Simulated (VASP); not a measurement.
# LiCl (Fm-3m) in VASP: settings compared

LiCl is run at these levels: RPBE, PBE+D4, revPBE+D3(BJ), PBE+D3(BJ); tasks: relaxation of cell and atoms.

All numbers are computed with VASP 6.6.1; they aren't measurements. Logs are shortened: lines on timing, memory, paths and dates and some standing lists are left out, and cuts for length are marked.

**1. The cell of the first run**

Symmetry: Fm-3m, No. 225, cubic system. Conventional cell: a = 5.130 Å, b = 5.130 Å, c = 5.130 Å, α = 90.00°, β = 90.00°, γ = 90.00°. Within 3.4 Å of Li (site symmetry m-3m) lie 6 Cl at 2.56 Å. Within 3.4 Å of Cl (site symmetry m-3m) lie 6 Li at 2.56 Å.

**2. Relaxation of cell and atoms, RPBE**

The input, INCAR:

```
SYSTEM = LiCl
PREC     = Accurate       ! precision mode
ENCUT    = 600            ! plane-wave cutoff, eV
EDIFF    = 1E-6           ! SCF threshold, eV
ISMEAR   = 0              ! smearing method
SIGMA    = 0.01           ! smearing width, eV
LREAL    = .False.        ! projectors in reciprocal space
LASPH    = .True.         ! aspherical terms in the spheres
NELM     = 80             ! most SCF steps
ALGO     = Normal         ! electronic algorithm
ISIF     = 3              ! what is computed and relaxed
LWAVE    = .False.        ! write WAVECAR
LCHARG   = .False.        ! write CHGCAR
GGA      = RP             ! functional
IBRION   = 2              ! ionic algorithm
NSW      = 80             ! ionic steps
EDIFFG   = -0.05          ! ionic threshold
```

The input, KPOINTS:

```
regular mesh
0
Gamma
  6 6 6
  0 0 0
```

The input, POSCAR:

```
LiCl
1.0
    0.0000000000      2.5647700000      2.5647700000
    2.5647700000      0.0000000000      2.5647700000
    2.5647700000      2.5647700000      0.0000000000
Li Cl
1 1
Direct
    0.0000000000      0.0000000000      0.0000000000
    0.5000000000      0.5000000000      0.5000000000
```

Potentials or basis: VASP PAW PBE potentials, release 64 (Li_sv, Cl).

The run is started by

```bash
> cat potpaw_PBE.64/Li_sv/POTCAR potpaw_PBE.64/Cl/POTCAR > POTCAR
> mpirun -np 1 vasp_std > vasp.out
```

OUTCAR:

```text
SYSTEM = LiCl
   PREC = Accurate
   ENCUT = 600
   EDIFF = 1E-6
   ISMEAR = 0
   LREAL = .False.
   LASPH = .True.
   NELM = 80
   ISIF = 3
   GGA = RP
   IBRION = 2
   NSW = 80
   EDIFFG = -0.05

 ion  position               nearest neighbor table
   1  0.000  0.000  0.000-   2 2.56   2 2.56   2 2.56   2 2.56   2 2.56   2 2.56
   2  0.500  0.500  0.500-   1 2.56   1 2.56   1 2.56   1 2.56   1 2.56   1 2.56

  LATTYP: Found a face centered cubic cell.
 ALAT       =     5.1295400000

  Lattice vectors:

 A1 = (   0.0000000000,   2.5647700000,   2.5647700000)
 A2 = (   2.5647700000,   0.0000000000,   2.5647700000)
 A3 = (   2.5647700000,   2.5647700000,   0.0000000000)

Analysis of symmetry for initial positions (statically):
=====================================================================
 Subroutine PRICEL returns:
 Original cell was already a primitive cell.

 Routine SETGRP: Setting up the symmetry group for a
 face centered cubic supercell.

 Subroutine GETGRP returns: Found 48 space group operations
 (whereof 48 operations were pure point group operations)
 out of a pool of 48 trial point group operations.

The static configuration has the point symmetry O_h .

Analysis of symmetry for dynamics (positions and initial velocities):
=====================================================================
 Subroutine PRICEL returns:
 Original cell was already a primitive cell.

 Routine SETGRP: Setting up the symmetry group for a
 face centered cubic supercell.

 Subroutine GETGRP returns: Found 48 space group operations
 (whereof 48 operations were pure point group operations)
 out of a pool of 48 trial point group operations.

The dynamic configuration has the point symmetry O_h .

 Subroutine INISYM returns: Found 48 space group operations
 (whereof 48 operations are pure point group operations),
 and found     1 'primitive' translations

----------------------------------------------------------------------------------------

                                     Primitive cell

  volume of cell :      33.7423

  direct lattice vectors                    reciprocal lattice vectors
     0.000000000  2.564770000  2.564770000    -0.194949255  0.194949255  0.194949255
     2.564770000  0.000000000  2.564770000     0.194949255 -0.194949255  0.194949255
     2.564770000  2.564770000  0.000000000     0.194949255  0.194949255 -0.194949255

  length of vectors
     3.627132518  3.627132518  3.627132518     0.337662014  0.337662014  0.337662014

  position of ions in fractional coordinates (direct lattice)
     0.000000000  0.000000000  0.000000000
     0.500000000  0.500000000  0.500000000

  ion indices of the primitive-cell ions
   primitive index   ion index
                 1           1
                 2           2

----------------------------------------------------------------------------------------

 KPOINTS: regular mesh

Automatic generation of k-mesh.
 Grid dimensions read from file:
 generate k-points for:    6    6    6

 Generating k-lattice:

  Cartesian coordinates                     Fractional coordinates (reciprocal lattice)
    -0.032491542  0.032491542  0.032491542     0.166666667  0.000000000  0.000000000
     0.032491542 -0.032491542  0.032491542     0.000000000  0.166666667  0.000000000
     0.032491542  0.032491542 -0.032491542     0.000000000  0.000000000  0.166666667

  Length of vectors
     0.056277002  0.056277002  0.056277002

  Shift w.r.t. Gamma in fractional coordinates (k-lattice)
     0.000000000  0.000000000  0.000000000

 Subroutine IBZKPT returns following result:
 ===========================================

 Found     16 irreducible k-points:

 Following reciprocal coordinates:
            Coordinates               Weight
  0.000000  0.000000  0.000000      1.000000
  0.166667  0.000000  0.000000      8.000000
  0.333333  0.000000  0.000000      8.000000
  0.500000  0.000000  0.000000      4.000000
  0.166667  0.166667  0.000000      6.000000
  0.333333  0.166667  0.000000     24.000000
[... 8 lines left out ...]
 -0.333333  0.333333  0.166667     24.000000
 -0.333333  0.500000  0.166667     12.000000
   k-points           NKPTS =     16   k-points in BZ     NKDIM =     16   number of bands    NBANDS=      9
   number of dos      NEDOS =    301   number of ions     NIONS =      2
   total plane-waves  NPLWV =  27000
   dimension x,y,z NGX =    30 NGY =   30 NGZ =   30
   dimension x,y,z NGXF=    60 NGYF=   60 NGZF=   60
   ions per type =               1   1
   NGX,Y,Z   is equivalent  to a cutoff of  13.75, 13.75, 13.75 a.u.
   NGXF,Y,Z  is equivalent  to a cutoff of  27.50, 27.50, 27.50 a.u.
 SYSTEM =  LiCl
   PREC   = accura    normal or accurate (medium, high low for compatibility)
   ISTART =      0    job   : 0-new  1-cont  2-samecut
   ICHARG =      2    charge: 1-file 2-atom 10-const
   ISPIN  =      1    spin polarized calculation?
   LNONCOLLINEAR =      F non collinear calculations
   LSORBIT =      F    spin-orbit coupling
   LASPH  =      T    aspherical Exc in radial PAW
   ENCUT  =  600.0 eV  44.10 Ry    6.64 a.u.   7.24  7.24  7.24*2*pi/ulx,y,z
   NELM   =     80;   NELMIN=  2; NELMDL= -5     # of ELM steps
   EDIFF  = 0.1E-05   stopping-criterion for ELM
   LREAL  =      F    real-space projection
   EDIFFG = -.5E-01   stopping-criterion for IOM
   NSW    =     80    number of steps for IOM
   IBRION =      2    ionic relax: 0-MD 1-quasi-New 2-CG
   NFREE  =      1    steps in history (QN), initial steepest desc. (CG)
   ISIF   =      3    stress and relaxation
   ISYM   =      2    0-nonsym 1-usesym 2-fastsym
   POTIM  = 0.5000    time-step for ionic-motion
   TEBEG  =    0.0;   TEEND  =   0.0 temperature during run
   PSTRESS=    0.0 pullay stress
   NELECT =      10.0000    total number of electrons
   NUPDOWN=      -1.0000    fix difference up-down
   EMIN   =  10.00;   EMAX   =-10.00  energy-range for DOS
   EFERMI =   0.00;   METHOD = LEGACY
   ISMEAR =     0;   SIGMA  =   0.01  broadening in eV -4-tet -1-fermi 0-gaus
   EFERMI_NEDOS =   21; number of points for ismear=-14 and -15
   IALGO  =     38    algorithm
   IMIX   =      4    mixing-type and parameters
     AMIX     =   0.40;   BMIX     =  1.00
     AMIX_MAG =   1.60;   BMIX_MAG =  1.00
  volume/ion in A,a.u.               =      16.87       113.85
  Fermi-wavevector in a.u.,A,eV,Ry     =   1.091482  2.062601 16.209056  1.191332
  Thomas-Fermi vector in A             =   2.227728
   LORBIT       =      0    0 simple, 1 ext, 2 COOP (PROOUT), +10 PAW based schemes
   GGA     = RP    functional components
   LHFCALC =     F    Hartree Fock is set to
   AEXX    =    0.0000 exact exchange contribution
   IVDW    =     0    specifies the selected vdW correction
   LEPSILON=     F    determine dielectric tensor
   LRPA    =     F    only Hartree local field effects (RPA)
 conjugate gradient relaxation of ions
 non-spin polarized calculation
 Gauss-broadening in eV      SIGMA  =   0.01
  energy-cutoff  :      600.00
  volume of cell :       33.74
 maximum number of plane-waves:      1158
 NGX is ok and might be reduce to    30
   NGX = 15   NGY = 15   NGZ = 15

--------------------------------------- Ionic step        1  -------------------------------------------

 number of electron      10.0000003 magnetization

 Free energy of the ion-electron system (eV)
  ---------------------------------------------------
  ext. energy  EPLUGINS =         0.00000000
  ---------------------------------------------------
  free energy    TOTEN  =        -7.00813071 eV

  energy without entropy =       -7.00813071  energy(sigma->0) =       -7.00813071

 E-fermi :   0.7478     XC(G=0):  -8.4975

 val. band max:        0.6778290852   @ k =   0.0000   0.0000   0.0000
 cond. band min:       7.2781377846   @ k =   0.0000   0.0000   0.0000
 fundamental gap:      6.6003086994
 Fermi energy:         0.7478307935

 k-point     1 :       0.0000    0.0000    0.0000
  band No.  band energies     occupation
      1     -43.1063      2.00000
      2     -12.7069      2.00000
      3       0.6778      2.00000
      4       0.6778      2.00000
      5       0.6778      2.00000
      6       7.2781      0.00000
      7      12.7173      0.00000
      8      12.7173      0.00000
      9      12.7173      0.00000

 k-point     2 :       0.1667    0.0000    0.0000
  band No.  band energies     occupation
      1     -43.1057      2.00000
      2     -12.5784      2.00000
      3      -0.1573      2.00000
      4       0.6094      2.00000
      5       0.6094      2.00000
      6       7.9500      0.00000
      7      11.7508      0.00000
      8      12.3271      0.00000
      9      12.3271      0.00000

 k-point     3 :       0.3333    0.0000    0.0000
  band No.  band energies     occupation
      1     -43.1044      2.00000
      2     -12.2993      2.00000
      3      -1.4940      2.00000
      4       0.4828      2.00000
      5       0.4828      2.00000
      6       7.9699      0.00000
      7      10.8799      0.00000
      8      10.8800      0.00000
      9      12.6005      0.00000
[... 203 lines left out ...]
 VOLUME and BASIS-vectors are now :
 -----------------------------------------------------------------------------
  energy-cutoff  :      600.00
  volume of cell :       34.87
      direct lattice vectors                 reciprocal lattice vectors
     0.000000000  2.593034794  2.593034794    -0.192824254  0.192824254  0.192824254
     2.593034794  0.000000000  2.593034794     0.192824254 -0.192824254  0.192824254
     2.593034794  2.593034794  0.000000000     0.192824254  0.192824254 -0.192824254

 POSITION                                       TOTAL-FORCE (eV/Angst)
 -----------------------------------------------------------------------------------
      2.59303      2.59303      0.00000        -0.000000     -0.000000     -0.000000
      2.59303      2.59303      2.59303         0.000000      0.000000      0.000000
 -----------------------------------------------------------------------------------
    total drift:                                0.000000     -0.000000      0.000000

  FREE ENERGIE OF THE ION-ELECTRON SYSTEM (eV)
  ---------------------------------------------------
  free  energy   TOTEN  =        -7.0193491965 eV

  energy  without entropy=       -7.0193491965  energy(sigma->0) =       -7.01934920

--------------------------------------- Ionic step        3  -------------------------------------------

 number of electron      10.0000001 magnetization

 Free energy of the ion-electron system (eV)
  ---------------------------------------------------
  ext. energy  EPLUGINS =         0.00000000
  ---------------------------------------------------
  free energy    TOTEN  =        -7.02326562 eV

  energy without entropy =       -7.02326562  energy(sigma->0) =       -7.02326562

 E-fermi :   0.2434     XC(G=0):  -8.1773

 val. band max:        0.1594245717   @ k =   0.0000   0.0000   0.0000
 cond. band min:       6.3699268287   @ k =   0.0000   0.0000   0.0000
 fundamental gap:      6.2105022571
 Fermi energy:         0.2433913192

 k-point     1 :       0.0000    0.0000    0.0000
  band No.  band energies     occupation
      1     -43.7780      2.00000
      2     -12.9856      2.00000
      3       0.1594      2.00000
      4       0.1594      2.00000
      5       0.1594      2.00000
      6       6.3699      0.00000
      7      12.1397      0.00000
      8      12.1397      0.00000
      9      12.1397      0.00000

 k-point     2 :       0.1667    0.0000    0.0000
  band No.  band energies     occupation
      1     -43.7776      2.00000
      2     -12.8765      2.00000
      3      -0.5929      2.00000
      4       0.0996      2.00000
      5       0.0996      2.00000
      6       7.0517      0.00000
      7      11.0985      0.00000
      8      11.6784      0.00000
      9      11.6784      0.00000

 k-point     3 :       0.3333    0.0000    0.0000
  band No.  band energies     occupation
      1     -43.7767      2.00000
      2     -12.6423      2.00000
      3      -1.7931      2.00000
      4      -0.0119      2.00000
      5      -0.0119      2.00000
      6       7.2993      0.00000
      7      10.2856      0.00000
      8      10.2857      0.00000
      9      11.5792      0.00000
[... 167 lines left out ...]
 VOLUME and BASIS-vectors are now :
 -----------------------------------------------------------------------------
  energy-cutoff  :      600.00
  volume of cell :       36.29
      direct lattice vectors                 reciprocal lattice vectors
     0.000000000  2.627755104  2.627755104    -0.190276483  0.190276483  0.190276483
     2.627755104  0.000000000  2.627755104     0.190276483 -0.190276483  0.190276483
     2.627755104  2.627755104  0.000000000     0.190276483  0.190276483 -0.190276483

 POSITION                                       TOTAL-FORCE (eV/Angst)
 -----------------------------------------------------------------------------------
      0.00000      0.00000      0.00000        -0.000000      0.000000      0.000000
      2.62776      2.62776      2.62776         0.000000     -0.000000     -0.000000
 -----------------------------------------------------------------------------------
    total drift:                               -0.000000     -0.000000      0.000000

  FREE ENERGIE OF THE ION-ELECTRON SYSTEM (eV)
  ---------------------------------------------------
  free  energy   TOTEN  =        -7.0232656248 eV

  energy  without entropy=       -7.0232656248  energy(sigma->0) =       -7.02326562

 reached required accuracy - stopping structural energy minimisation
```

Run time: 16 s. Hardware: 1 thread of Intel Xeon Platinum 8259CL at 2.50GHz (Skylake/Cascade Lake), shared host; peak memory 0.16 GiB.

Results:

| Item | Value |
| --- | --- |
| Free energy | -7.0233 eV |
| Relaxed volume | 18.14 Å³/atom |
| Relaxed cell | a = 3.716 Å, b = 3.716 Å, c = 3.716 Å, α = 60.00°, β = 60.00°, γ = 60.00° |
| Space group after relaxing (to 0.05 Å) | Fm-3m (No. 225) |
| Energy gained by relaxing | 7.6 meV/atom |
| Ionic steps | 3 |
| Pressure after relaxing | -0.1 GPa |
| Band gap on the k mesh | 6.21 eV, direct |

The path:
| step | energy change (eV) | largest force (eV/Å) | pressure (GPa) | volume (Å³) |
| --- | --- | --- | --- | --- |
| 1 | 0.0000 | 0.0000 | 2.17 | 33.74 |
| 2 | -0.0112 | 0.0000 | 1.05 | 34.87 |
| 3 | -0.0151 | 0.0000 | -0.12 | 36.29 |

Final structure:
```xyz
2
Lattice="0.0000 2.6278 2.6278 2.6278 0.0000 2.6278 2.6278 2.6278 0.0000" Properties=species:S:1:pos:R:3 pbc="T T T"
Li    0.0000    0.0000    0.0000
Cl    2.6278    2.6278    2.6278
```

Caveat: the cutoff is under 1.25 times the usual one of these potentials, so pressure, stress and relaxed cells hold a basis-set (Pulay) error; the PAW data sets were made with another functional, which shifts forces and pressure a little. RPBE and its kin give volumes clearly too large for solids.

**3. Relaxation of cell and atoms, PBE+D4**

The input, INCAR:

```
  PREC = Accurate
  ENCUT = 600
  EDIFF = 1E-6
  ISMEAR = 0
  SIGMA = 0.01
  LREAL = False
  LASPH = True
  NELM = 60
  ALGO = Normal
  ISIF = 3
  LWAVE = False
  LCHARG = False
  GGA = PE
  IVDW = 13
  IBRION = 2
  NSW = 80
  EDIFFG = -0.05
```

The input, KPOINTS:

```
Automatic mesh
0
Gamma
  6 6 6
```

POSCAR is that of step 2.

Potentials or basis: VASP PAW PBE potentials, release 64 (Li_sv, Cl).

The run is started by

```bash
> cat potpaw_PBE.64/Li_sv/POTCAR potpaw_PBE.64/Cl/POTCAR > POTCAR
> mpirun -np 1 vasp_std > vasp.out
```

Run time: 13 s. Hardware: 1 thread of Intel Xeon Platinum 8259CL at 2.50GHz (Skylake/Cascade Lake), shared host; peak memory 0.16 GiB.

Results (log left out):

| Item | Value |
| --- | --- |
| Free energy | -7.6308 eV |
| Relaxed volume | 16.64 Å³/atom |
| Relaxed cell | a = 3.611 Å, b = 3.611 Å, c = 3.611 Å, α = 60.00°, β = 60.00°, γ = 60.00° |
| Space group after relaxing (to 0.05 Å) | Fm-3m (No. 225) |
| Energy gained by relaxing | 1.0 meV/atom |
| Ionic steps | 2 |
| Pressure after relaxing | -0.5 GPa |
| Band gap on the k mesh | 6.42 eV, direct |
| Dispersion energy per atom | -0.124 eV |

Step by step:
| step | energy change (eV) | largest force (eV/Å) | pressure (GPa) | volume (Å³) |
| --- | --- | --- | --- | --- |
| 1 | 0.0000 | 0.0000 | -0.89 | 33.74 |
| 2 | -0.0020 | 0.0000 | -0.46 | 33.29 |

Final structure:
```
Li Cl
1.0
     0.00000    2.55317    2.55317
     2.55317    0.00000    2.55317
     2.55317    2.55317    0.00000
Li Cl
1 1
Cartesian
  0.0000 2.5532 2.5532
  2.5532 2.5532 2.5532
```

Levels at points of the mesh, in eV from the valence-band top:
```csv
k point,band 1,band 2,band 3,band 4,band 5,band 6,band 7,band 8,band 9
"(0.00, 0.00, 0.00)",-43.50,-13.44,0.00,0.00,0.00,6.42,11.95,11.95,11.95
"(0.50, 0.00, 0.00)",-43.49,-12.86,-2.87,-0.26,-0.26,6.77,9.51,9.51,13.12
"(0.50, 0.50, 0.00)",-43.49,-12.60,-2.95,-1.13,-1.13,7.92,8.27,12.56,14.22
```

Caveat: the cutoff is under 1.25 times the usual one of these potentials, so pressure, stress and relaxed cells hold a basis-set (Pulay) error.

**4. Relaxation of cell and atoms, revPBE+D3(BJ)**

The input, INCAR:

```
PREC = Accurate ; ENCUT = 600
EDIFF = 1E-7 ; ISMEAR = 0
SIGMA = 0.01 ; LREAL = False
LASPH = True ; NELM = 80
ALGO = Normal ; ISIF = 3
LWAVE = False ; LCHARG = False
GGA = RE ; IVDW = 12
IBRION = 2 ; NSW = 80
EDIFFG = -0.05
```

The input, KPOINTS:

```
regular mesh
0
Gamma
  6 6 6
```

POSCAR is that of step 3.

The run is started by

```bash
> cat potpaw_PBE.64/Li_sv/POTCAR potpaw_PBE.64/Cl/POTCAR > POTCAR
> mpirun -np 1 vasp_std > vasp.out
```

It took 18 s on 1 thread of Intel Xeon Platinum 8259CL at 2.50GHz (Skylake/Cascade Lake), shared host; peak memory 0.17 GiB.

Results (log left out):

| Item | Value |
| --- | --- |
| Free energy | -7.9251 eV |
| Relaxed volume | 15.65 Å³/atom |
| Relaxed cell | a = 3.537 Å, b = 3.537 Å, c = 3.537 Å, α = 60.00°, β = 60.00°, γ = 60.00° |
| Space group after relaxing (to 0.05 Å) | Fm-3m (No. 225) |
| Energy gained by relaxing | 10.7 meV/atom |
| Ionic steps | 3 |
| Pressure after relaxing | -0.1 GPa |
| Band gap on the k mesh | 6.99 eV, direct |
| Dispersion energy per atom | -0.484 eV |

Step by step:
| step | energy change (eV) | largest force (eV/Å) | pressure (GPa) | volume (Å³) |
| --- | --- | --- | --- | --- |
| 1 | 0.0000 | 0.0000 | -2.53 | 33.74 |
| 2 | -0.0159 | 0.0000 | -1.38 | 32.46 |
| 3 | -0.0214 | 0.0000 | -0.11 | 31.30 |

Final structure:
```yaml
crystal:
  lattice:
    - [0.00000, 2.50123, 2.50123]
    - [2.50123, 0.00000, 2.50123]
    - [2.50123, 2.50123, 0.00000]
  atoms:
    - { symbol: Li, position: [0.00000, 0.00000, 0.00000] }
    - { symbol: Cl, position: [0.50000, 0.50000, 0.50000] }
```

Levels at points of the mesh, in eV from the valence-band top:
```
           k point  band 2  band 3  band 4  band 5  band 6  band 7  band 8  band 9
(0.00, 0.00, 0.00)  -13.67    0.00    0.00    0.00    6.99   12.06   12.06   12.06
(0.50, 0.00, 0.00)  -13.00   -3.09   -0.29   -0.29    7.01    9.68    9.68   13.96
(0.50, 0.50, 0.00)  -12.70   -3.21   -1.23   -1.23    8.19    8.28   13.30   14.96
```

Caveat: the cutoff is under 1.25 times the usual one of these potentials, so pressure, stress and relaxed cells hold a basis-set (Pulay) error; the PAW data sets were made with another functional, which shifts forces and pressure a little.

(Continued in part 2 of 2.)
